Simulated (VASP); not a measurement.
# MgS (I4/mmm) in VASP: notebook

Runs on MgS. Level: r2SCAN. Tasks: single point.

Everything below comes from runs of VASP 6.6.1. Logs are shortened: lines on timing, memory, paths and dates and some standing lists are left out, and cuts for length are marked.

### Step 1. The cell of the first run

The structure is tetragonal, space group I4/mmm (No. 139). Conventional cell: a = 3.604 Å, b = 3.604 Å, c = 5.268 Å, α = 90.00°, β = 90.00°, γ = 90.00°. Mg (site symmetry 4/mmm) has 6 S at 2.55 to 2.63 Å within 3.4 Å. S (site symmetry 4/mmm) has 6 Mg at 2.55 to 2.63 Å within 3.4 Å.

### Step 2. Single point, r2SCAN (epitaxial xy strain -2.0%)

POSCAR reads:

```
MgS
1.0
    0.0000000000      2.5481866262      2.6339136872
    2.5481866262      0.0000000000      2.6339136872
    2.5481866262      2.5481866262      0.0000000000
Mg S
1 1
Direct
    0.0000000000      0.0000000000      0.0000000000
    0.5000000000      0.5000000000      0.5000000000
```

INCAR.step1 reads:

```
PREC = Accurate
ENCUT = 520
ISMEAR = 0
SIGMA = 0.01
LREAL = F
LASPH = T
NELM = 80
NBANDS = 11
GGA = PE
ALGO = Normal
EDIFF = 1E-4
LWAVE = T
LCHARG = F
```

INCAR.step2 reads:

```
PREC = Accurate
ENCUT = 520
EDIFF = 1E-6
ISMEAR = 0
SIGMA = 0.01
LREAL = F
LASPH = T
NELM = 80
ALGO = Normal
ISIF = 2
LWAVE = F
LCHARG = F
METAGGA = R2SCAN
LMIXTAU = T
NBANDS = 11
ISTART = 1
```

KPOINTS reads:

```
regular mesh
0
Gamma
  8 8 8
```

Potentials or basis: VASP PAW PBE potentials, release 64 (Mg, S).

Started as:

```sh
cat potpaw_PBE.64/Mg/POTCAR potpaw_PBE.64/S/POTCAR > POTCAR
cp INCAR.step1 INCAR
mpirun -np 1 vasp_std > vasp.out
cp INCAR.step2 INCAR
mpirun -np 1 vasp_std > vasp.out
```

OUTCAR:

```text
PREC = Accurate
   ENCUT = 520
   EDIFF = 1E-6
   ISMEAR = 0
   LREAL = F
   LASPH = T
   NELM = 80
   ISIF = 2
   METAGGA = R2SCAN
   ISTART = 1

 ion  position               nearest neighbor table
   1  0.000  0.000  0.000-   2 2.55   2 2.55   2 2.55   2 2.55   2 2.63   2 2.63
   2  0.500  0.500  0.500-   1 2.55   1 2.55   1 2.55   1 2.55   1 2.63   1 2.63

  LATTYP: Found a body centered tetragonal cell.
 ALAT       =     3.6036800862
 C/A-ratio  =     1.4617910714

  Lattice vectors:

 A1 = (  -2.5481866262,   0.0000000000,   2.6339136872)
 A2 = (   2.5481866262,   0.0000000000,   2.6339136872)
 A3 = (   0.0000000000,   2.5481866262,  -2.6339136872)

Analysis of symmetry for initial positions (statically):
=====================================================================
 Subroutine PRICEL returns:
 Original cell was already a primitive cell.

 Routine SETGRP: Setting up the symmetry group for a
 body centered tetragonal supercell.

 Subroutine GETGRP returns: Found 16 space group operations
 (whereof 16 operations were pure point group operations)
 out of a pool of 16 trial point group operations.

The static configuration has the point symmetry D_4h.

Analysis of symmetry for dynamics (positions and initial velocities):
=====================================================================
 Subroutine PRICEL returns:
 Original cell was already a primitive cell.

 Routine SETGRP: Setting up the symmetry group for a
 body centered tetragonal supercell.

 Subroutine GETGRP returns: Found 16 space group operations
 (whereof 16 operations were pure point group operations)
 out of a pool of 16 trial point group operations.

The dynamic configuration has the point symmetry D_4h.

 Subroutine INISYM returns: Found 16 space group operations
 (whereof 16 operations are pure point group operations),
 and found     1 'primitive' translations

----------------------------------------------------------------------------------------

                                     Primitive cell

  volume of cell :      34.2053

  direct lattice vectors                    reciprocal lattice vectors
     0.000000000  2.548186626  2.633913687    -0.196217967  0.196217967  0.189831581
     2.548186626  0.000000000  2.633913687     0.196217967 -0.196217967  0.189831581
     2.548186626  2.548186626  0.000000000     0.196217967  0.196217967 -0.189831581

  length of vectors
     3.664799639  3.664799639  3.603680086     0.336212746  0.336212746  0.336212746

  position of ions in fractional coordinates (direct lattice)
     0.000000000  0.000000000  0.000000000
     0.500000000  0.500000000  0.500000000

  ion indices of the primitive-cell ions
   primitive index   ion index
                 1           1
                 2           2

----------------------------------------------------------------------------------------

 KPOINTS: regular mesh

Automatic generation of k-mesh.
 Grid dimensions read from file:
 generate k-points for:    8    8    8

 Generating k-lattice:

  Cartesian coordinates                     Fractional coordinates (reciprocal lattice)
    -0.024527246  0.024527246  0.023728948     0.125000000  0.000000000  0.000000000
     0.024527246 -0.024527246  0.023728948     0.000000000  0.125000000  0.000000000
     0.024527246  0.024527246 -0.023728948    -0.000000000 -0.000000000  0.125000000

  Length of vectors
     0.042026593  0.042026593  0.042026593

  Shift w.r.t. Gamma in fractional coordinates (k-lattice)
     0.000000000  0.000000000  0.000000000

 Subroutine IBZKPT returns following result:
 ===========================================

 Found     59 irreducible k-points:

 Following reciprocal coordinates:
            Coordinates               Weight
  0.000000  0.000000  0.000000      1.000000
  0.125000  0.000000  0.000000      8.000000
  0.250000  0.000000  0.000000      8.000000
  0.375000 -0.000000  0.000000      8.000000
  0.500000  0.000000  0.000000      4.000000
  0.125000  0.125000  0.000000      2.000000
[... 16 lines left out ...]
  0.250000  0.000000  0.125000     16.000000
  0.375000 -0.000000  0.125000     16.000000
 [... further k-points ...]
   k-points           NKPTS =     59   k-points in BZ     NKDIM =     59   number of bands    NBANDS=     11
   number of dos      NEDOS =    301   number of ions     NIONS =      2
   total plane-waves  NPLWV =  21952
   dimension x,y,z NGX =    28 NGY =   28 NGZ =   28
   dimension x,y,z NGXF=    56 NGYF=   56 NGZF=   56
   ions per type =               1   1
   NGX,Y,Z   is equivalent  to a cutoff of  12.70, 12.70, 12.92 a.u.
   NGXF,Y,Z  is equivalent  to a cutoff of  25.40, 25.40, 25.83 a.u.
 SYSTEM =  unknown system
   PREC   = accura    normal or accurate (medium, high low for compatibility)
   ISTART =      1    job   : 0-new  1-cont  2-samecut
   ICHARG =      0    charge: 1-file 2-atom 10-const
   ISPIN  =      1    spin polarized calculation?
   LNONCOLLINEAR =      F non collinear calculations
   LSORBIT =      F    spin-orbit coupling
   LASPH  =      T    aspherical Exc in radial PAW
   ENCUT  =  520.0 eV  38.22 Ry    6.18 a.u.   6.81  6.81  6.70*2*pi/ulx,y,z
   NELM   =     80;   NELMIN=  2; NELMDL=  0     # of ELM steps
   EDIFF  = 0.1E-05   stopping-criterion for ELM
   LREAL  =      F    real-space projection
   EDIFFG = 0.1E-04   stopping-criterion for IOM
   NSW    =      0    number of steps for IOM
   IBRION =     -1    ionic relax: 0-MD 1-quasi-New 2-CG
   NFREE  =      0    steps in history (QN), initial steepest desc. (CG)
   ISIF   =      2    stress and relaxation
   ISYM   =      2    0-nonsym 1-usesym 2-fastsym
   POTIM  = 0.5000    time-step for ionic-motion
   TEBEG  =    0.0;   TEEND  =   0.0 temperature during run
   PSTRESS=    0.0 pullay stress
   NELECT =       8.0000    total number of electrons
   NUPDOWN=      -1.0000    fix difference up-down
   EMIN   =  10.00;   EMAX   =-10.00  energy-range for DOS
   EFERMI =   0.00;   METHOD = LEGACY
   ISMEAR =     0;   SIGMA  =   0.01  broadening in eV -4-tet -1-fermi 0-gaus
   EFERMI_NEDOS =   21; number of points for ismear=-14 and -15
   IALGO  =     38    algorithm
   IMIX   =      4    mixing-type and parameters
     AMIX     =   0.40;   BMIX     =  1.00
     AMIX_MAG =   1.60;   BMIX_MAG =  1.00
  volume/ion in A,a.u.               =      17.10       115.41
  Fermi-wavevector in a.u.,A,eV,Ry     =   1.008649  1.906071 13.842204  1.017373
  Thomas-Fermi vector in A             =   2.141529
   LORBIT       =      0    0 simple, 1 ext, 2 COOP (PROOUT), +10 PAW based schemes
   METAGGA = R2SCAN    functional components
   LHFCALC =     F    Hartree Fock is set to
   AEXX    =    0.0000 exact exchange contribution
   IVDW    =     0    specifies the selected vdW correction
   LEPSILON=     F    determine dielectric tensor
   LRPA    =     F    only Hartree local field effects (RPA)
 non-spin polarized calculation
 Gauss-broadening in eV      SIGMA  =   0.01
  energy-cutoff  :      520.00
  volume of cell :       34.21
 maximum number of plane-waves:       942
   NGX = 13   NGY = 13   NGZ = 13

 number of electron       7.9999998 magnetization

 Free energy of the ion-electron system (eV)
  ---------------------------------------------------
  ext. energy  EPLUGINS =         0.00000000
  ---------------------------------------------------
  free energy    TOTEN  =       -15.49640574 eV

  energy without entropy =      -15.49640574  energy(sigma->0) =      -15.49640574

 E-fermi :   3.9657     XC(G=0): -10.2184

 val. band max:        3.8426095775   @ k =   0.0000   0.0000   0.0000
 cond. band min:       7.1967887349   @ k =   0.5000   0.0000   0.5000
 fundamental gap:      3.3541791574
 Fermi energy:         3.9656808779

 k-point     1 :       0.0000    0.0000    0.0000
  band No.  band energies     occupation
      1      -9.6040      2.00000
      2       3.7089      2.00000
      3       3.7089      2.00000
      4       3.8426      2.00000
      5       8.6180      0.00000
      6      12.0293      0.00000
      7      12.3928      0.00000
      8      12.3928      0.00000
      9      14.4895      0.00000
     10      14.9673      0.00000
     11      17.3899      0.00000

 k-point     2 :       0.1250    0.0000    0.0000
  band No.  band energies     occupation
      1      -9.4414      2.00000
      2       2.7134      2.00000
      3       3.6144      2.00000
      4       3.6727      2.00000
      5       9.3568      0.00000
      6      12.0115      0.00000
      7      12.4166      0.00000
      8      12.6841      0.00000
      9      13.9891      0.00000
     10      14.3446      0.00000
     11      17.7235      0.00000

 k-point     3 :       0.2500    0.0000    0.0000
  band No.  band energies     occupation
      1      -9.0011      2.00000
      2       0.8769      2.00000
      3       3.3867      2.00000
      4       3.4069      2.00000
      5       9.5616      0.00000
      6      12.0152      0.00000
      7      12.4235      0.00000
      8      13.0654      0.00000
      9      14.7653      0.00000
     10      14.8074      0.00000
     11      16.9585      0.00000

 k-point     4 :       0.3750   -0.0000    0.0000
  band No.  band energies     occupation
      1      -8.4624      2.00000
      2      -0.6631      2.00000
      3       3.1380      2.00000
      4       3.2226      2.00000
      5       9.1643      0.00000
      6      11.3768      0.00000
      7      11.7414      0.00000
      8      14.8928      0.00000
      9      16.5216      0.00000
     10      16.7951      0.00000
     11      16.9547      0.00000

 k-point     5 :       0.5000    0.0000    0.0000
  band No.  band energies     occupation
      1      -8.1941      2.00000
      2      -1.2844      2.00000
      3       3.0432      2.00000
      4       3.1519      2.00000
      5       8.9961      0.00000
      6      11.1404      0.00000
      7      11.4822      0.00000
      8      15.3288      0.00000
      9      17.1674      0.00000
     10      18.8135      0.00000
     11      19.1146      0.00000
[... 211 lines left out ...]
 k-point    21 :       0.5000    0.5000    0.0000
  band No.  band energies     occupation
      1      -7.8797      2.00000
      2      -0.6970      2.00000
      3       2.0647      2.00000
      4       2.0647      2.00000
      5       7.3975      0.00000
      6       8.6666      0.00000
      7      16.9696      0.00000
      8      17.2800      0.00000
      9      18.7700      0.00000
     10      18.7700      0.00000
     11      20.6195      0.00000

 k-point    22 :       0.1250    0.0000    0.1250
  band No.  band energies     occupation
      1      -9.3821      2.00000
      2       2.7365      2.00000
      3       3.3233      2.00000
      4       3.5009      2.00000
      5       9.7086      0.00000
      6      11.3662      0.00000
      7      12.8562      0.00000
      8      13.0474      0.00000
      9      13.1757      0.00000
     10      14.8953      0.00000
     11      18.3144      0.00000

 k-point    23 :       0.2500    0.0000    0.1250
  band No.  band energies     occupation
      1      -9.0304      2.00000
      2       1.3641      2.00000
      3       3.0601      2.00000
      4       3.1993      2.00000
      5      10.1503      0.00000
      6      11.2656      0.00000
      7      12.0481      0.00000
      8      13.1381      0.00000
      9      14.3604      0.00000
     10      15.5041      0.00000
     11      18.3621      0.00000

 k-point    24 :       0.3750   -0.0000    0.1250
  band No.  band energies     occupation
      1      -8.5157      2.00000
      2      -0.1599      2.00000
      3       2.8059      2.00000
      4       2.8774      2.00000
      5       9.7313      0.00000
      6      11.2050      0.00000
      7      12.4116      0.00000
      8      12.9255      0.00000
      9      16.2867      0.00000
     10      17.4806      0.00000
     11      17.9931      0.00000

 [... further k-points ...]
[... 5 lines left out ...]
  --------------------------------------------------------------------------------------
  -------------------------------------------------------------------------------------
  Total        0.7416248      0.7416248     -0.0954081      0.0000000      0.0000000      0.0000000
  in kB       34.7376827     34.7376827     -4.4689120      0.0000000      0.0000000      0.0000000
  external PRESSURE =      21.6688178 kB  Pullay stress =       0.0000000 kB

 VOLUME and BASIS-vectors are now :
 -----------------------------------------------------------------------------
  energy-cutoff  :      520.00
  volume of cell :       34.21
      direct lattice vectors                 reciprocal lattice vectors
     0.000000000  2.548186626  2.633913687    -0.196217967  0.196217967  0.189831581
     2.548186626  0.000000000  2.633913687     0.196217967 -0.196217967  0.189831581
     2.548186626  2.548186626  0.000000000     0.196217967  0.196217967 -0.189831581

 POSITION                                       TOTAL-FORCE (eV/Angst)
 -----------------------------------------------------------------------------------
      0.00000      0.00000      0.00000         0.000000     -0.000000      0.000000
      2.54819      2.54819      2.63391        -0.000000      0.000000      0.000000
 -----------------------------------------------------------------------------------
    total drift:                                0.000000      0.000000      0.000000

  FREE ENERGIE OF THE ION-ELECTRON SYSTEM (eV)
  ---------------------------------------------------
  free  energy   TOTEN  =       -15.4964057425 eV

  energy  without entropy=      -15.4964057425  energy(sigma->0) =      -15.49640574
```

Run time: 2.3 min. Hardware: 1 thread of Intel Xeon Platinum 8488C (Sapphire Rapids), shared host; peak memory 0.18 GiB.

What came out:

```
Free energy            : -15.4964 eV
Pressure               : 2.2 GPa
Band gap on the k mesh : 3.35 eV (least direct gap 4.78 eV)
```

Caveat: the cell differs from its parent crystal (epitaxial xy strain -2.0%); the PAW data sets were made with another functional, which shifts forces and pressure a little.

### Step 3. Single point, r2SCAN (uniaxial z strain +5.5%)

POSCAR reads:

```
MgS
1.0
    0.0000000000      2.6015177399      2.7433004567
    2.6015177399      0.0000000000      2.7433004567
    2.6015177399      2.6015177399      0.0000000000
Mg S
1 1
Direct
    0.0000000000      0.0000000000      0.0000000000
    0.5000000000      0.5000000000      0.5000000000
```

INCAR.step1, as its differences from that of step 2:

```diff
@@ -6,3 +6,3 @@
 LASPH = T
-NELM = 80
+NELM = 60
 NBANDS = 11
```

INCAR.step2, as its differences from that of step 2:

```diff
@@ -7,3 +7,3 @@
 LASPH = T
-NELM = 80
+NELM = 60
 ALGO = Normal
```

KPOINTS reads:

```
Automatic mesh
0
Gamma
  8 8 8
```

Potentials or basis: VASP PAW PBE potentials, release 64 (Mg, S).

Started as:

```sh
cat potpaw_PBE.64/Mg/POTCAR potpaw_PBE.64/S/POTCAR > POTCAR
cp INCAR.step1 INCAR
mpirun -np 1 vasp_std > vasp.out
cp INCAR.step2 INCAR
mpirun -np 1 vasp_std > vasp.out
```

OUTCAR:

```text
PREC = Accurate
   ENCUT = 520
   EDIFF = 1E-6
   ISMEAR = 0
   LREAL = F
   LASPH = T
   NELM = 60
   ISIF = 2
   METAGGA = R2SCAN
   ISTART = 1

 ion  position               nearest neighbor table
   1  0.000  0.000  0.000-   2 2.60   2 2.60   2 2.60   2 2.60   2 2.74   2 2.74
   2  0.500  0.500  0.500-   1 2.60   1 2.60   1 2.60   1 2.60   1 2.74   1 2.74

  LATTYP: Found a body centered tetragonal cell.
 ALAT       =     3.6791016705
 C/A-ratio  =     1.4912882015

  Lattice vectors:

 A1 = (  -2.6015177399,   0.0000000000,   2.7433004567)
 A2 = (   2.6015177399,   0.0000000000,   2.7433004567)
 A3 = (   0.0000000000,   2.6015177399,  -2.7433004567)

Analysis of symmetry for initial positions (statically):
=====================================================================
 Subroutine PRICEL returns:
 Original cell was already a primitive cell.

 Routine SETGRP: Setting up the symmetry group for a
 body centered tetragonal supercell.

 Subroutine GETGRP returns: Found 16 space group operations
 (whereof 16 operations were pure point group operations)
 out of a pool of 16 trial point group operations.

[... 165 lines left out ...]
 cond. band min:       6.2825136814   @ k =   0.5000   0.0000   0.5000
 fundamental gap:      3.1182613159
 Fermi energy:         3.2603193828

 k-point     1 :       0.0000    0.0000    0.0000
  band No.  band energies     occupation
      1      -9.8591      2.00000
      2       2.9581      2.00000
      3       2.9581      2.00000
      4       3.1643      2.00000
      5       7.2162      0.00000
      6      11.2441      0.00000
      7      11.7935      0.00000
      8      11.7935      0.00000
      9      13.5331      0.00000
     10      14.2638      0.00000
     11      15.9228      0.00000
[... 309 lines left out ...]
 k-point    24 :       0.3750    0.0000    0.1250
  band No.  band energies     occupation
      1      -8.9149      2.00000
      2      -0.5882      2.00000
      3       2.2033      2.00000
      4       2.2677      2.00000
      5       8.7992      0.00000
      6      10.3400      0.00000
      7      11.4733      0.00000
      8      11.8779      0.00000
      9      14.9271      0.00000
     10      16.4994      0.00000
     11      16.8509      0.00000

 [... further k-points ...]
[... 5 lines left out ...]
  --------------------------------------------------------------------------------------
  -------------------------------------------------------------------------------------
  Total       -0.6028325     -0.6028325     -1.4628206      0.0000000      0.0000000      0.0000000
  in kB      -26.0105942    -26.0105942    -63.1167607      0.0000000      0.0000000      0.0000000
  external PRESSURE =     -38.3793163 kB  Pullay stress =       0.0000000 kB

 VOLUME and BASIS-vectors are now :
 -----------------------------------------------------------------------------
  energy-cutoff  :      520.00
  volume of cell :       37.13
      direct lattice vectors                 reciprocal lattice vectors
     0.000000000  2.601517740  2.743300457    -0.192195499  0.192195499  0.182262209
     2.601517740  0.000000000  2.743300457     0.192195499 -0.192195499  0.182262209
     2.601517740  2.601517740  0.000000000     0.192195499  0.192195499 -0.182262209

 POSITION                                       TOTAL-FORCE (eV/Angst)
 -----------------------------------------------------------------------------------
      0.00000      0.00000      0.00000        -0.000000     -0.000000      0.000000
      2.60152      2.60152      2.74330         0.000000      0.000000      0.000000
 -----------------------------------------------------------------------------------
    total drift:                                0.000000      0.000000      0.000000

  FREE ENERGIE OF THE ION-ELECTRON SYSTEM (eV)
  ---------------------------------------------------
  free  energy   TOTEN  =       -15.4661273352 eV

  energy  without entropy=      -15.4661273352  energy(sigma->0) =      -15.46612734
```

OUTCAR.step1:

```text
PREC = Accurate
   ENCUT = 520
   ISMEAR = 0
   LREAL = F
   LASPH = T
[... 557 lines left out ...]
 -----------------------------------------------------------------------------------
      0.00000      0.00000      0.00000         0.000000      0.000000      0.000000
      2.60152      2.60152      2.74330         0.000000      0.000000      0.000000
 -----------------------------------------------------------------------------------
    total drift:                                0.000000      0.000000      0.000000

  FREE ENERGIE OF THE ION-ELECTRON SYSTEM (eV)
  ---------------------------------------------------
  free  energy   TOTEN  =        -8.4735714543 eV

  energy  without entropy=       -8.4735714543  energy(sigma->0) =       -8.47357145
```

Run time: 2 min. Hardware: 1 thread of Intel Xeon Platinum 8488C (Sapphire Rapids), shared host; peak memory 0.18 GiB.

What came out:

```
Free energy            : -15.4661 eV
Pressure               : -3.8 GPa
Band gap on the k mesh : 3.12 eV (least direct gap 4.05 eV)
```

Stress tensor (GPa, compression positive):
```
-2.60  0.00  0.00
 0.00 -2.60  0.00
 0.00  0.00 -6.31
```

Caveat: the cell differs from its parent crystal (uniaxial z strain +5.5%); the cell stands under tension; the PAW data sets were made with another functional, which shifts forces and pressure a little.
